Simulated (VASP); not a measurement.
A run of VASP 6.6.1 is set up as follows.

Contents of INCAR:

```
PREC = Accurate
ENCUT = 520
EDIFF = 1E-8
ISMEAR = -1
SIGMA = 0.08
LREAL = False
LASPH = True
NELM = 60
ALGO = Normal
ISIF = 2
LWAVE = False
LCHARG = False
LEFG = True
NBANDS = 19
```

File KPOINTS:

```
regular mesh
0
Gamma
  14 14 10
```

POSCAR

```
TiHg
1.0
    2.9683328527      0.0000000000      0.0000000000
    0.0000000000      2.9683328527      0.0000000000
    0.0000000000      0.0000000000      3.9863851970
Ti Hg
1 1
Direct
    0.5000000000      0.5000000000      0.5000000000
    0.0000000000      0.0000000000      0.0000000000
```

Potentials or basis: VASP PAW LDA potentials, release 64 (Ti_sv, Hg).

Command:

```console
$ cat potpaw_LDA.64/Ti_sv/POTCAR potpaw_LDA.64/Hg/POTCAR > POTCAR
$ mpirun -np 1 vasp_std > vasp.out
```

Problem. Predict the pressure.

Solution. -0.9 GPa.

Problem. Estimate the band gap on the k mesh.

Solution. Zero (bands 12 and 13 overlap by 1.19 eV).

Stress tensor (GPa, compression positive):
```
-1.27  0.00  0.00
 0.00 -1.27  0.00
 0.00  0.00 -0.30
```

Caveat: without QUAD_EFG the Cq values of the log hold for a quadrupole moment of 1 mb, not for the nuclei; spin-orbit coupling is left out, which moves the levels of the heavy elements.
